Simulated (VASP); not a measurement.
A run of VASP 6.6.1 is set up as follows.

File INCAR:

```
  PREC = Accurate
  ENCUT = 520
  EDIFF = 1E-7
  ISMEAR = 0
  SIGMA = 0.01
  LREAL = F
  LASPH = T
  NELM = 100
  ALGO = Normal
  ISIF = 2
  LWAVE = F
  LCHARG = F
  GGA = PS
  NBANDS = 15
```

KPOINTS

```
Automatic mesh
0
Gamma
  8 8 8
```

Contents of POSCAR:

```
KCl
1.0
    0.0000000000      2.9016324419      2.9016324419
    2.9016324419      0.0000000000      2.9016324419
    2.9016324419      2.9016324419      0.0000000000
K Cl
1 1
Direct
    0.0000000000      0.0000000000      0.0000000000
    0.5000000000      0.5000000000      0.5000000000
```

Potentials or basis: VASP PAW PBE potentials, release 64 (K_sv, Cl).

Run with:

```bash
$ cat potpaw_PBE.64/K_sv/POTCAR potpaw_PBE.64/Cl/POTCAR > POTCAR
$ mpirun -np 1 vasp_std > vasp.out
```

Task: What does it give for the band gap on the k mesh?

Result: 5.92 eV.

Task: Predict the pressure.

Result: 7.2 GPa.

Caveat: the cell stands under pressure; the PAW data sets were made with another functional, which shifts forces and pressure a little. A k mesh can miss the band edges.
